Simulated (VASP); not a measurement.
CsCl: single point with HSE06

The system is CsCl.

```
Cs Cl
1.0
     4.14068    0.00000    0.00000
     0.00000    4.14068    0.00000
     0.00000    0.00000    4.14068
Cs Cl
1 1
Direct
  0.00000 0.00000 0.00000
  0.50000 0.50000 0.50000
```

- Program: VASP 6.6.1
- Task: single point
- Functional: HSE06
- Potentials or basis: VASP PAW PBE potentials, release 64 (Cs_sv, Cl)
- Cutoff: 400 eV
- k mesh: 4 × 4 × 4
- Occupations: gaussian, width 0.01 eV
- Spin: no spin polarisation
- Dipole correction: no
- Grid for exact exchange (PRECFOCK): Normal
- Further INCAR settings: ALGO = Normal; EDIFF = 1e-06; NBANDS = 15; ISYM = 0
- Share of exact exchange: 0.25
- Screening parameter: 0.2079 1/Å

| Item | Value |
| --- | --- |
| Pressure | 0.4 GPa |
| Band gap on the k mesh | 6.51 eV |

Levels at points of the mesh, in eV from the valence-band top:
```csv
k point,band 6,band 7,band 8,band 9,band 10,band 11
"(0.00, 0.00, 0.00)",0.00,0.00,0.00,6.51,6.68,6.68
"(0.50, 0.00, 0.00)",-1.19,-0.24,-0.24,7.76,8.96,10.18
"(0.00, 0.50, 0.00)",-1.19,-0.24,-0.24,7.76,8.96,10.18
"(0.00, 0.00, 0.50)",-1.19,-0.24,-0.24,7.76,8.96,10.18
"(0.50, 0.50, 0.00)",-0.45,-0.45,-0.06,7.25,7.33,9.38
"(0.00, 0.50, 0.50)",-0.45,-0.45,-0.06,7.25,7.33,9.38
"(0.50, 0.00, 0.50)",-0.45,-0.45,-0.06,7.25,7.33,9.38
"(0.50, 0.50, 0.50)",-1.12,-1.12,-1.12,9.91,9.91,9.91
```

Run time: 19 min on 1 thread of Intel Xeon 8259CL, with other jobs on the host, peak memory 0.29 GiB.

Caveat: the PAW data sets were made with another functional, which shifts forces and pressure a little; spin-orbit coupling is left out, which moves the levels of the heavy elements.
